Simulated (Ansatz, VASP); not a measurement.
**Mo in VASP and in Ansatz**

INCAR

```
SYSTEM = Mo
  PREC = Accurate
  ENCUT = 520
  EDIFF = 1E-7
  ISMEAR = 0
  SIGMA = 0.15
  LREAL = .False.
  LASPH = .True.
  NELM = 100
  ALGO = Fast
  ISIF = 2
  LWAVE = .False.
  LCHARG = .True.
  GGA = CA
  LELF = .True.
  LVHAR = .True.
  NBANDS = 13
```

The input KPOINTS:

```
Automatic mesh
0
Gamma
  20 20 20
  0 0 0
```

The input POSCAR:

```
Mo
1.0
   -1.4208838922      1.5764522824      1.6697155323
    1.4208838922     -1.5764522824      1.6697155323
    1.4208838922      1.5764522824     -1.6697155323
Mo
1
Direct
    0.0000000000      0.0000000000      0.0000000000
```

Input for Ansatz:

```yaml
crystal:
  lattice:
    - [-1.4208838922, 1.5764522824, 1.6697155323]
    - [1.4208838922, -1.5764522824, 1.6697155323]
    - [1.4208838922, 1.5764522824, -1.6697155323]
  atoms:
    - { symbol: Mo, position: [0.0, 0.0, 0.0] }
basis:
  ecutwfc: 420
kpoints:
  mp_grid: { grid: [20, 20, 20] }
hamiltonian:
  xc: lda
  pseudopotentials: { kind: paw, azcp: { folder: soft_1 } }
scf:
  occupations: { method: gaussian, width: 0.15 }
output:
  forces: true
  stress: true
  eigenvalues: true
```

Change from the starting cell: strain +e along x and -e along y -0.0500, strain +e along z and -e/2 along x and y +0.0733.

Alike in both runs: task single point; functional LDA; k mesh 20 × 20 × 20; occupations gaussian, width 0.15 eV; no spin polarisation.

```csv
,VASP,Ansatz
version,VASP 6.6.1,Ansatz 0.2.0
potentials or method,"VASP PAW LDA potentials, release 64 (Mo_sv), cutoff 520 eV","scalar-relativistic, plane waves, PAW"
valence electrons in the cell,14,14
```

Ansatz gave:

* gap on the k mesh at the Fermi level (eV): none
* pressure (GPa): 4.4
* traceless stress, the component that is largest in VASP (GPa): 23.15

Problem. Estimate VASP's values.

Solution. gap on the k mesh at the Fermi level (eV): none; pressure (GPa): 5.6; traceless stress, the component that is largest in VASP (GPa): 23.14.

Ansatz warns that its potentials were made for another functional, while VASP's fit it. LDA's correlation is that of Perdew and Zunger in VASP and of Perdew and Wang (1992) in Ansatz. A gap of «none» marks a metal or a gap that the smearing closes.
